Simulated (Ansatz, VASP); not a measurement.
**Two plane-wave programs on Re**

```
Re
1.0
     0.00000    1.94666    1.94666
     1.94666    0.00000    1.94666
     1.94666    1.94666    0.00000
Re
1
Cartesian
  0.0000 0.0000 0.0000
```

Alike in both runs: functional r2SCAN; k mesh 14 × 14 × 14; occupations gaussian, width 0.005 eV; no spin polarisation.

Ansatz relaxed the structure, and its values are those at the end. VASP's run is a single point on that final structure, the one shown.

```csv
,VASP,Ansatz
version,VASP 6.6.1,Ansatz 0.2.0
potentials or method,"VASP PAW PBE potentials, release 64 (Re)","PAW with Ansatz's default frozen-core files, scalar-relativistic"
plane-wave cutoff (eV),520,500
valence electrons in the cell,7,15
```

|  | VASP | Ansatz | Ansatz less VASP |
| --- | --- | --- | --- |
| pressure (GPa) | 0.0 | 0.0 | -0.02 |

VASP's potentials were made for PBE, not for r2SCAN. VASP's potentials hold 7 valence electrons a cell and Ansatz's 15, so a difference there can come from the potentials and not from the codes.

Spin-orbit coupling is off throughout.
